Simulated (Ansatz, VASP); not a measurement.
Two plane-wave programs on NbSn

File INCAR:

```
SYSTEM = NbSn
PREC = Accurate
ENCUT = 520
EDIFF = 1E-8
ISMEAR = -1
SIGMA = 0.03
LREAL = .FALSE.
LASPH = .TRUE.
NELM = 100
ALGO = Normal
ISIF = 2
LWAVE = .FALSE.
LCHARG = .FALSE.
GGA = PE
LEFG = .TRUE.
NBANDS = 20
```

The input KPOINTS:

```
regular mesh
0
G
  16 16 16
  0 0 0
```

POSCAR

```
NbSn
1.0
    1.5725394942     -0.9079061003      4.7581416149
    0.0000000000      1.8158122006      4.7581416149
   -1.5725394942     -0.9079061003      4.7581416149
Nb Sn
1 1
Direct
    0.0000000000      0.0000000000      0.0000000000
    0.5000000000      0.5000000000      0.5000000000
```

Input for Ansatz:

```yaml
crystal:
  lattice:
    - [1.5725394942, -0.9079061003, 4.7581416149]
    - [0.0, 1.8158122006, 4.7581416149]
    - [-1.5725394942, -0.9079061003, 4.7581416149]
  atoms:
    - { symbol: Nb, position: [0.0, 0.0, 0.0] }
    - { symbol: Sn, position: [0.5, 0.5, 0.5] }
kpoints:
  mp_grid: { grid: [16, 16, 16] }
scf:
  occupations: { method: fermi_dirac, width: 0.03 }
hamiltonian:
  xc: pbe
  pseudopotentials: { kind: paw }
output:
  forces: true
  stress: true
  eigenvalues: true
  efg: { contact_densities: true }
basis:
  ecutwfc: 800
```

Alike in both runs: task electric field gradients; functional PBE; k mesh 16 × 16 × 16; occupations fermi-dirac, width 0.03 eV; no spin polarisation.

|  | VASP | Ansatz |
| --- | --- | --- |
| version | VASP 6.6.1 | Ansatz 0.2.0 |
| potentials or method | VASP PAW PBE potentials, release 64 (Nb_sv, Sn_d), cutoff 520 eV | PAW with Ansatz's default frozen-core files, scalar-relativistic |
| valence electrons in the cell | 27 | 27 |

|  | VASP | Ansatz | Ansatz less VASP |
| --- | --- | --- | --- |
| pressure (GPa) | -0.1 | 0.0 | +0.13 |
| size of Vzz on the site where it differs most (V/Å²) | 258.9 | 273.8 | +14.86 |
